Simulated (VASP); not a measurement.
A run of VASP 6.6.1 is set up as follows.

File INCAR:

```
SYSTEM = PbS
ALGO = Normal
EDIFF = 1E-8
ENCUT = 520
GGA = CA
ISIF = 2
ISMEAR = -1
LASPH = .True.
LCHARG = .False.
LEFG = .True.
LREAL = .False.
LWAVE = .False.
NBANDS = 17
NELM = 80
PREC = Accurate
SIGMA = 0.01
```

KPOINTS

```
k-points
0
Gamma
  8 8 8
  0 0 0
```

POSCAR

```
PbS
1.0
    0.0000000000      2.9400828556      2.9400828556
    2.9400828556      0.0000000000      2.9400828556
    2.9400828556      2.9400828556      0.0000000000
Pb S
1 1
Direct
    0.0000000000      0.0000000000      0.0000000000
    0.5000000000      0.5000000000      0.5000000000
```

Potentials or basis: VASP PAW LDA potentials, release 64 (Pb_d, S).

The run is started by

```sh
$ cat potpaw_LDA.64/Pb_d/POTCAR potpaw_LDA.64/S/POTCAR > POTCAR
$ mpirun -np 1 vasp_std > vasp.out
```

Q: What does it give for the pressure?

A: -1.0 GPa.

Q: Predict the band gap on the k mesh.

A: 0.11 eV, direct.

Caveat: without QUAD_EFG the Cq values of the log hold for a quadrupole moment of 1 mb, not for the nuclei; spin-orbit coupling is left out, which moves the levels of the heavy elements. A k mesh can miss the band edges.
